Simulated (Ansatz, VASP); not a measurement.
## Y: VASP beside Ansatz

File INCAR:

```
SYSTEM = Y
ALGO     = Normal         ! electronic algorithm
EDIFF    = 1E-6           ! SCF threshold, eV
ENCUT    = 520            ! plane-wave cutoff, eV
GGA      = RE             ! functional
ISIF     = 2              ! what is computed and relaxed
ISMEAR   = -1             ! smearing method
LASPH    = .TRUE.         ! aspherical terms in the spheres
LCHARG   = .FALSE.        ! write CHGCAR
LREAL    = .FALSE.        ! projectors in reciprocal space
LWAVE    = .FALSE.        ! write WAVECAR
NBANDS   = 18             ! bands
NELM     = 60             ! most SCF steps
PREC     = Accurate       ! precision mode
SIGMA    = 0.1            ! smearing width, eV
```

The input KPOINTS:

```
k-points
0
G
  16 16 9
  0 0 0
```

Contents of POSCAR:

```
Y
1.0
    3.8275762084      0.0000000000      0.0000000000
   -1.9137881042      3.3147782314      0.0000000000
    0.0000000000      0.0000000000      5.9784239289
Y
2
Direct
    0.3333333333      0.6666666667      0.2500000000
    0.6666666667      0.3333333333      0.7500000000
```

Input for Ansatz:

```yaml
crystal:
  lattice:
    - [3.8275762084, 0.0, 0.0]
    - [-1.9137881042, 3.3147782314, 0.0]
    - [0.0, 0.0, 5.9784239289]
  atoms:
    - { symbol: "Y", position: [0.3333333333, 0.6666666667, 0.25] }
    - { symbol: "Y", position: [0.6666666667, 0.3333333333, 0.75] }
hamiltonian:
  xc: revpbe
  pseudopotentials:
    kind: paw
    azcp:
      "Y": "pseudopotentials/Y.paw.azcp"
basis:
  ecutwfc: 420
  fft_grid_basis: typed
kpoints:
  mp_grid: { grid: [16, 16, 9], shift: [0, 0, 0] }
magnetization:
  spin_polarized: false
scf:
  occupations: { method: fermi_dirac, width: 0.1 }
output:
  stress: true
```

Alike in both runs: task single point; functional revPBE; k mesh 16 × 16 × 9; occupations fermi-dirac, width 0.1 eV; no spin polarisation.

|  | VASP | Ansatz |
| --- | --- | --- |
| version | VASP 6.6.1 | Ansatz 0.2.0 |
| potentials or method | VASP PAW PBE potentials, release 64 (Y_sv), cutoff 520 eV | plane waves (420 eV) with PAW, scalar-relativistic |
| valence electrons in the cell | 22 | 22 |

Ansatz gave:

- pressure (GPa): -3.6
- traceless stress, the component that is largest in VASP (GPa): 0.06

Problem. What did VASP give for the same quantities?

Solution. Pressure (GPa): -3.7; traceless stress, the component that is largest in VASP (GPa): 0.06.

VASP's potentials were made for PBE, not for revPBE.
